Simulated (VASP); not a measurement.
# TaC in VASP: further runs

TaC is run at these levels: PBE; tasks: single point, relaxation of cell and atoms.

Program: VASP 6.6.1. These are calculated values, not measurements. Logs are shortened: lines on timing, memory, paths and dates and some standing lists are left out, and cuts for length are marked.

### 1 The cell of the first run

The typed cell holds 2 atoms: a = 3.163 Å, b = 3.163 Å, c = 3.163 Å, α = 60.08°, β = 60.08°, γ = 60.08°.

### 2 Single point, PBE

File INCAR:

```
  PREC = Accurate
  ENCUT = 600
  EDIFF = 1E-6
  ISMEAR = 0
  SIGMA = 0.2
  LREAL = False
  LASPH = True
  NELM = 120
  ALGO = Normal
  ISIF = 2
  LWAVE = False
  LCHARG = False
  GGA = PE
  NBANDS = 14
  GGA_COMPAT = False
```

File KPOINTS:

```
Automatic mesh
0
Gamma
  6 6 6
```

File POSCAR:

```
TaC
1.0
    1.5831083607      0.9140080364      2.5807472625
   -1.5831083607      0.9140080364      2.5807472625
    0.0000000000     -1.8280160783      2.5807472606
Ta C
1 1
Direct
    0.0000000000      0.0000000000      0.0000000000
    0.5000000000      0.5000000000      0.5000000000
```

Potentials or basis: VASP PAW PBE potentials, release 64 (Ta_pv, C).

Started as:

```console
cat potpaw_PBE.64/Ta_pv/POTCAR potpaw_PBE.64/C/POTCAR > POTCAR
mpirun -np 1 vasp_std > vasp.out
```

OUTCAR:

```text
PREC = Accurate
   ENCUT = 600
   EDIFF = 1E-6
   ISMEAR = 0
   LREAL = False
   LASPH = True
   NELM = 120
   ISIF = 2
   GGA = PE

 ion  position               nearest neighbor table
   1  0.000  0.000  0.000-   2 2.24   2 2.24   2 2.24   2 2.24   2 2.24   2 2.24
   2  0.500  0.500  0.500-   1 2.24   1 2.24   1 2.24   1 2.24   1 2.24   1 2.24

  LATTYP: Found a trigonal (rhomboedric) cell.
 ALAT       =     3.1625779366
 COS(alpha) =     0.4988487626

  Lattice vectors:

 A1 = (   1.5831083607,   0.9140080364,   2.5807472625)
 A2 = (  -1.5831083607,   0.9140080364,   2.5807472625)
 A3 = (   0.0000000000,  -1.8280160783,   2.5807472606)

Analysis of symmetry for initial positions (statically):
=====================================================================
 Subroutine PRICEL returns:
 Original cell was already a primitive cell.

 Routine SETGRP: Setting up the symmetry group for a
 trigonal (rhombohedral) supercell.

 Subroutine GETGRP returns: Found 12 space group operations
 (whereof 12 operations were pure point group operations)
 out of a pool of 12 trial point group operations.

The static configuration has the point symmetry D_3d.

Analysis of symmetry for dynamics (positions and initial velocities):
=====================================================================
 Subroutine PRICEL returns:
 Original cell was already a primitive cell.

 Routine SETGRP: Setting up the symmetry group for a
 trigonal (rhombohedral) supercell.

 Subroutine GETGRP returns: Found 12 space group operations
 (whereof 12 operations were pure point group operations)
 out of a pool of 12 trial point group operations.

The dynamic configuration has the point symmetry D_3d.

 Subroutine INISYM returns: Found 12 space group operations
 (whereof 12 operations are pure point group operations),
 and found     1 'primitive' translations

----------------------------------------------------------------------------------------

                                     Primitive cell

  volume of cell :      22.4056

  direct lattice vectors                    reciprocal lattice vectors
     1.583108361  0.914008036  2.580747263     0.315834350  0.182347047  0.129161557
    -1.583108361  0.914008036  2.580747263    -0.315834350  0.182347047  0.129161557
     0.000000000 -1.828016078  2.580747261     0.000000000 -0.364694094  0.129161556

  length of vectors
     3.162577937  3.162577937  3.162577937     0.386890798  0.386890798  0.386890798

  position of ions in fractional coordinates (direct lattice)
     0.000000000  0.000000000  0.000000000
     0.500000000  0.500000000  0.500000000

  ion indices of the primitive-cell ions
   primitive index   ion index
                 1           1
                 2           2

----------------------------------------------------------------------------------------

 KPOINTS: Automatic mesh

Automatic generation of k-mesh.
 Grid dimensions read from file:
 generate k-points for:    6    6    6

 Generating k-lattice:

  Cartesian coordinates                     Fractional coordinates (reciprocal lattice)
     0.052639058  0.030391174  0.021526926     0.166666667  0.000000000  0.000000000
    -0.052639058  0.030391174  0.021526926     0.000000000  0.166666667  0.000000000
     0.000000000 -0.060782349  0.021526926     0.000000000  0.000000000  0.166666667

  Length of vectors
     0.064481800  0.064481800  0.064481800

  Shift w.r.t. Gamma in fractional coordinates (k-lattice)
     0.000000000  0.000000000  0.000000000

 Subroutine IBZKPT returns following result:
 ===========================================

 Found     32 irreducible k-points:

 Following reciprocal coordinates:
            Coordinates               Weight
  0.000000  0.000000  0.000000      1.000000
  0.166667 -0.000000  0.000000      6.000000
  0.333333 -0.000000  0.000000      6.000000
  0.500000 -0.000000 -0.000000      3.000000
  0.166667  0.166667  0.000000      6.000000
  0.333333  0.166667 -0.000000     12.000000
[... 16 lines left out ...]
  0.500000  0.500000  0.166667      6.000000
 -0.333333  0.500000  0.166667     12.000000
 [... further k-points ...]
   k-points           NKPTS =     32   k-points in BZ     NKDIM =     32   number of bands    NBANDS=     14
   number of dos      NEDOS =    301   number of ions     NIONS =      2
   total plane-waves  NPLWV =  21952
   dimension x,y,z NGX =    28 NGY =   28 NGZ =   28
   dimension x,y,z NGXF=    56 NGYF=   56 NGZF=   56
   ions per type =               1   1
   NGX,Y,Z   is equivalent  to a cutoff of  14.72, 14.72, 14.72 a.u.
   NGXF,Y,Z  is equivalent  to a cutoff of  29.44, 29.44, 29.44 a.u.
 SYSTEM =  unknown system
   PREC   = accura    normal or accurate (medium, high low for compatibility)
   ISTART =      0    job   : 0-new  1-cont  2-samecut
   ICHARG =      2    charge: 1-file 2-atom 10-const
   ISPIN  =      1    spin polarized calculation?
   LNONCOLLINEAR =      F non collinear calculations
   LSORBIT =      F    spin-orbit coupling
   LASPH  =      T    aspherical Exc in radial PAW
   ENCUT  =  600.0 eV  44.10 Ry    6.64 a.u.   6.32  6.32  6.32*2*pi/ulx,y,z
   NELM   =    120;   NELMIN=  2; NELMDL= -5     # of ELM steps
   EDIFF  = 0.1E-05   stopping-criterion for ELM
   LREAL  =      F    real-space projection
   EDIFFG = 0.1E-04   stopping-criterion for IOM
   NSW    =      0    number of steps for IOM
   IBRION =     -1    ionic relax: 0-MD 1-quasi-New 2-CG
   NFREE  =      0    steps in history (QN), initial steepest desc. (CG)
   ISIF   =      2    stress and relaxation
   ISYM   =      2    0-nonsym 1-usesym 2-fastsym
   POTIM  = 0.5000    time-step for ionic-motion
   TEBEG  =    0.0;   TEEND  =   0.0 temperature during run
   PSTRESS=    0.0 pullay stress
   NELECT =      15.0000    total number of electrons
   NUPDOWN=      -1.0000    fix difference up-down
   EMIN   =  10.00;   EMAX   =-10.00  energy-range for DOS
   EFERMI =   0.00;   METHOD = LEGACY
   ISMEAR =     0;   SIGMA  =   0.20  broadening in eV -4-tet -1-fermi 0-gaus
   EFERMI_NEDOS =   21; number of points for ismear=-14 and -15
   IALGO  =     38    algorithm
   IMIX   =      4    mixing-type and parameters
     AMIX     =   0.40;   BMIX     =  1.00
     AMIX_MAG =   1.60;   BMIX_MAG =  1.00
  volume/ion in A,a.u.               =      11.20        75.60
  Fermi-wavevector in a.u.,A,eV,Ry     =   1.432142  2.706356 27.905972  2.051031
  Thomas-Fermi vector in A             =   2.551802
   LORBIT       =      0    0 simple, 1 ext, 2 COOP (PROOUT), +10 PAW based schemes
   GGA     = PE    functional components
   LHFCALC =     F    Hartree Fock is set to
   AEXX    =    0.0000 exact exchange contribution
   IVDW    =     0    specifies the selected vdW correction
   LEPSILON=     F    determine dielectric tensor
   LRPA    =     F    only Hartree local field effects (RPA)
 non-spin polarized calculation
 Gauss-broadening in eV      SIGMA  =   0.20
  energy-cutoff  :      600.00
  volume of cell :       22.41
 maximum number of plane-waves:       755
 NGX is ok and might be reduce to    28
   NGX = 13   NGY = 13   NGZ = 13

 number of electron      15.0000000 magnetization

 Free energy of the ion-electron system (eV)
  ---------------------------------------------------
  ext. energy  EPLUGINS =         0.00000000
  ---------------------------------------------------
  free energy    TOTEN  =       -22.20956965 eV

  energy without entropy =      -22.18709299  energy(sigma->0) =      -22.19833132

 E-fermi :   8.2129     XC(G=0): -13.1307

 val. band max:        8.1866394133   @ k =  -0.1667   0.3333   0.1667
 cond. band min:       8.3134270046   @ k =  -0.3333   0.5000   0.1667
 fundamental gap:      0.1267875912
 Fermi energy:         8.2128960893

 k-point     1 :       0.0000    0.0000    0.0000
  band No.  band energies     occupation
      1     -26.8172      2.00000
      2     -26.8172      2.00000
      3     -26.8151      2.00000
      4      -6.4766      2.00000
      5       6.9555      2.00000
      6       6.9555      2.00000
      7       6.9809      2.00000
      8       7.7616      1.99858
      9       7.7616      1.99858
     10       7.7749      1.99805
     11       8.9149      0.00000
     12       8.9149      0.00000
     13      14.6655      0.00000
     14      18.2992      0.00000

 k-point     2 :       0.1667   -0.0000    0.0000
  band No.  band energies     occupation
      1     -26.9946      2.00000
      2     -26.8351      2.00000
      3     -26.8336      2.00000
      4      -5.7355      2.00000
      5       4.5709      2.00000
      6       5.2252      2.00000
      7       5.2420      2.00000
      8       7.8949      1.97547
      9       7.9115      1.96691
     10       8.7833      0.00005
     11      12.0068      0.00000
     12      12.0083      0.00000
     13      15.9256      0.00000
     14      20.0070      0.00000

 k-point     3 :       0.3333   -0.0000    0.0000
  band No.  band energies     occupation
      1     -27.3332      2.00000
      2     -26.8707      2.00000
      3     -26.8698      2.00000
      4      -3.8748      2.00000
      5       1.6234      2.00000
      6       3.4509      2.00000
      7       3.4693      2.00000
      8       9.6605      0.00000
      9       9.6817      0.00000
     10       9.9916      0.00000
     11      15.8133      0.00000
     12      15.8173      0.00000
     13      16.2805      0.00000
     14      21.2002      0.00000
[... 324 lines left out ...]
 k-point    23 :       0.5000    0.5000    0.1667
  band No.  band energies     occupation
      1     -27.3625      2.00000
      2     -27.0946      2.00000
      3     -27.0144      2.00000
      4      -3.9366      2.00000
      5       2.6813      2.00000
      6       3.5318      2.00000
      7       5.1190      2.00000
      8       6.9087      2.00000
      9      11.7880      0.00000
     10      12.2133      0.00000
     11      12.8411      0.00000
     12      15.7040      0.00000
     13      17.1968      0.00000
     14      20.0280      0.00000

 k-point    24 :      -0.3333    0.5000    0.1667
  band No.  band energies     occupation
      1     -27.3304      2.00000
      2     -27.1473      2.00000
      3     -27.0614      2.00000
      4      -3.7660      2.00000
      5       3.3670      2.00000
      6       3.4028      2.00000
      7       3.7234      2.00000
      8       8.3134      0.47717
      9      11.2335      0.00000
     10      12.3035      0.00000
     11      12.7476      0.00000
     12      14.7309      0.00000
     13      18.8806      0.00000
     14      20.5464      0.00000

 [... further k-points ...]

------------------------ aborting loop because EDIFF is reached ----------------------------------------

  FORCE on cell =-STRESS in cart. coord.  units (eV):
  Direction    XX          YY          ZZ          XY          YZ          ZX
  --------------------------------------------------------------------------------------
  -------------------------------------------------------------------------------------
  Total        0.0530661      0.0530661      0.1402549     -0.0000000     -0.0000000     -0.0000000
  in kB        3.7946383      3.7946383     10.0293169     -0.0000000     -0.0000000     -0.0000000
  external PRESSURE =       5.8728645 kB  Pullay stress =       0.0000000 kB

 VOLUME and BASIS-vectors are now :
 -----------------------------------------------------------------------------
  energy-cutoff  :      600.00
  volume of cell :       22.41
      direct lattice vectors                 reciprocal lattice vectors
     1.583108361  0.914008036  2.580747263     0.315834350  0.182347047  0.129161557
    -1.583108361  0.914008036  2.580747263    -0.315834350  0.182347047  0.129161557
     0.000000000 -1.828016078  2.580747261     0.000000000 -0.364694094  0.129161556

 POSITION                                       TOTAL-FORCE (eV/Angst)
 -----------------------------------------------------------------------------------
      0.00000      0.00000      0.00000        -0.000000      0.000000     -0.000000
      0.00000     -0.00000      3.87112         0.000000     -0.000000      0.000000
 -----------------------------------------------------------------------------------
    total drift:                                0.000000      0.000000      0.000000

  FREE ENERGIE OF THE ION-ELECTRON SYSTEM (eV)
  ---------------------------------------------------
  free  energy   TOTEN  =       -22.2095696508 eV

  energy  without entropy=      -22.1870929877  energy(sigma->0) =      -22.19833132
```

It took 6.9 s on 1 thread of AMD EPYC 9R45 (Zen 5), shared host; peak memory 0.13 GiB.

What came out:

```
Free energy : -22.2096 eV
Pressure    : 0.6 GPa
```

Stress tensor (GPa, compression positive):
```
0.38 0.00 0.00
0.00 0.38 0.00
0.00 0.00 1.00
```

Caveat: the k points lie up to 0.41 Å⁻¹ apart; spin-orbit coupling is left out, which moves the levels of the heavy elements.

### 3 Relaxation of cell and atoms, PBE

This run uses another cell than the first one, of 11.04 Å³/atom, 0.986 times its volume.

File INCAR:

```
PREC     = Accurate       # precision mode
ENCUT    = 600            # plane-wave cutoff, eV
EDIFF    = 1E-7           # SCF threshold, eV
ISMEAR   = 0              # smearing method
SIGMA    = 0.1            # smearing width, eV
LREAL    = False          # projectors in reciprocal space
LASPH    = True           # aspherical terms in the spheres
NELM     = 120            # most SCF steps
ALGO     = Normal         # electronic algorithm
ISIF     = 3              # what is computed and relaxed
LWAVE    = False          # write WAVECAR
LCHARG   = False          # write CHGCAR
GGA      = PE             # functional
IBRION   = 2              # ionic algorithm
NSW      = 90             # ionic steps
EDIFFG   = -0.04          # ionic threshold
GGA_COMPAT= False        
NELMIN   = 4
```

File KPOINTS:

```
regular mesh
0
Gamma
  6 6 6
```

File POSCAR:

```
TaC
1.0
    0.0000000000      2.2270000000      2.2270000000
    2.2270000000      0.0000000000      2.2270000000
    2.2270000000      2.2270000000      0.0000000000
Ta C
1 1
Direct
    0.0000000000      0.0000000000      0.0000000000
    0.5000000000      0.5000000000      0.5000000000
```

Potentials or basis: VASP PAW PBE potentials, release 64 (Ta_pv, C).

Started as:

```console
cat potpaw_PBE.64/Ta_pv/POTCAR potpaw_PBE.64/C/POTCAR > POTCAR
mpirun -np 1 vasp_std > vasp.out
```

Wall time 8.7 s (1 thread of AMD EPYC 9R45 (Zen 5), shared host); peak memory 0.14 GiB.

It converged, with:

```yaml
Free_energy: -22.1994 eV
Relaxed_volume: 11.22 Å³/atom
Relaxed_cell: a = 3.166 Å, b = 3.166 Å, c = 3.166 Å, α = 60.00°, β = 60.00°, γ = 60.00°
Space_group_after_relaxing_to_0.05_Å: Fm-3m (No. 225)
Energy_gained_by_relaxing: 2.9 meV/atom
Ionic_steps: 3
Pressure_after_relaxing: -0.1 GPa
```

The path:
```tsv
step	energy change (eV)	largest force (eV/Å)	pressure (GPa)	volume (Å³)
1	0.0000	0.0000	5.29	22.09
2	0.0237	0.0000	-10.92	23.28
3	-0.0057	0.0000	-0.05	22.45
```

Final structure:
```
Ta C
1.0
     0.00000    2.23890    2.23890
     2.23890    0.00000    2.23890
     2.23890    2.23890    0.00000
Ta C
1 1
Direct
  0.00000 0.00000 0.00000
  0.50000 0.50000 0.50000
```

Levels at points of the mesh, in eV from the Fermi level:
```tsv
k point	band 5	band 6	band 7	band 8	band 9	band 10	band 11
(0.00, 0.00, 0.00)	-1.23	-1.23	-1.23	-0.45	-0.45	-0.45	0.72
(0.50, 0.00, 0.00)	-8.58	-5.35	-5.35	2.74	2.74	3.69	5.40
(0.50, 0.50, 0.00)	-4.57	-4.39	-1.73	-1.73	2.63	4.09	4.09
```

Caveat: the k points lie up to 0.41 Å⁻¹ apart in the final cell; spin-orbit coupling is left out, which moves the levels of the heavy elements.

### 4 Relaxation of cell and atoms, PBE

This run uses another cell than the first one, of 10.99 Å³/atom, 0.981 times its volume.

File INCAR:

```
SYSTEM = TaC
ALGO     = Normal         ! electronic algorithm
EDIFF    = 1E-7           ! SCF threshold, eV
EDIFFG   = -0.04          ! ionic threshold
ENCUT    = 600            ! plane-wave cutoff, eV
GGA      = PE             ! functional
GGA_COMPAT= .FALSE.      
IBRION   = 2              ! ionic algorithm
ISIF     = 3              ! what is computed and relaxed
ISMEAR   = 0              ! smearing method
LASPH    = .TRUE.         ! aspherical terms in the spheres
LCHARG   = .FALSE.        ! write CHGCAR
LREAL    = .FALSE.        ! projectors in reciprocal space
LWAVE    = .FALSE.        ! write WAVECAR
NELM     = 120            ! most SCF steps
NELMIN   = 4            
NSW      = 90             ! ionic steps
PREC     = Accurate       ! precision mode
SIGMA    = 0.1            ! smearing width, eV
```

File KPOINTS:

```
k-points
0
G
  6 6 6
  0 0 0
```

File POSCAR:

```
TaC
1.0
    0.0000000000      2.2230000500      2.2230000500
    2.2230000500      0.0000000000      2.2230000500
    2.2230000500      2.2230000500      0.0000000000
Ta C
1 1
Direct
    0.0000000000      0.0000000000      0.0000000000
    0.5000000000      0.5000000000      0.5000000000
```

Started as:

```console
cat potpaw_PBE.64/Ta_pv/POTCAR potpaw_PBE.64/C/POTCAR > POTCAR
mpirun -np 1 vasp_std > vasp.out
```

Run time: 8.9 s. Hardware: 1 thread of AMD EPYC 9R45 (Zen 5), shared host; peak memory 0.14 GiB.

It converged, with:

```yaml
Free_energy: -22.1993 eV
Relaxed_volume: 11.22 Å³/atom
Relaxed_cell: a = 3.166 Å, b = 3.166 Å, c = 3.166 Å, α = 60.00°, β = 60.00°, γ = 60.00°
Space_group_after_relaxing_to_0.05_Å: Fm-3m (No. 225)
Energy_gained_by_relaxing: 5.2 meV/atom
Ionic_steps: 3
Pressure_after_relaxing: -0.1 GPa
```

Step by step:
| step | energy change (eV) | largest force (eV/Å) | pressure (GPa) | volume (Å³) |
| --- | --- | --- | --- | --- |
| 1 | 0.0000 | 0.0000 | 7.17 | 21.97 |
| 2 | 0.0424 | 0.0000 | -14.31 | 23.57 |
| 3 | -0.0103 | 0.0000 | -0.11 | 22.45 |

Final structure:
```cif
data_structure
_symmetry_space_group_name_H-M 'P 1'
_symmetry_Int_Tables_number 1
_cell_length_a 3.1665
_cell_length_b 3.1665
_cell_length_c 3.1665
_cell_angle_alpha 60.000
_cell_angle_beta 60.000
_cell_angle_gamma 60.000
_cell_volume 22.45
loop_
_atom_site_label
_atom_site_type_symbol
_atom_site_fract_x
_atom_site_fract_y
_atom_site_fract_z
_atom_site_occupancy
Ta1 Ta 0.00000 0.00000 0.00000 1
C1 C 0.50000 0.50000 0.50000 1
```

Levels at points of the mesh, in eV from the Fermi level:
```tsv
k point	band 6	band 7	band 8	band 9	band 10	band 11
(0.00, 0.00, 0.00)	-1.23	-1.23	-0.45	-0.45	-0.45	0.72
(0.50, 0.00, 0.00)	-5.35	-5.35	2.74	2.74	3.69	5.40
(0.50, 0.50, 0.00)	-4.39	-1.73	-1.73	2.63	4.09	4.09
```

Caveat: the k points lie up to 0.41 Å⁻¹ apart in the final cell; spin-orbit coupling is left out, which moves the levels of the heavy elements.

### 5 The runs side by side

| task | cell | smearing | gap on the mesh (eV) | pressure (GPa) | relaxed volume (Å³/atom) |
| --- | --- | --- | --- | --- | --- |
| single point | a = 3.163 Å, angles 60.1°, 2 atoms | gaussian 0.2 eV | none | 0.6 | - |
| relaxation of cell and atoms | relaxed from a = 3.149 Å, angles 60.0°, 2 atoms | gaussian 0.1 eV | none | -0.1 | 11.22 |
| relaxation of cell and atoms | relaxed from a = 3.144 Å, angles 60.0°, 2 atoms | gaussian 0.1 eV | none | -0.1 | 11.22 |

Alike in all rows: level PBE; potentials or basis VASP PAW PBE potentials, release 64 (Ta_pv, C); no spin polarisation; k mesh 6 × 6 × 6; cutoff (eV) 600.

Caveats: all runs use coarse meshes; spin-orbit coupling is left out, which moves the levels of the heavy elements.

Total energies depend on the potentials used, so only differences within one code and one set of settings carry meaning.
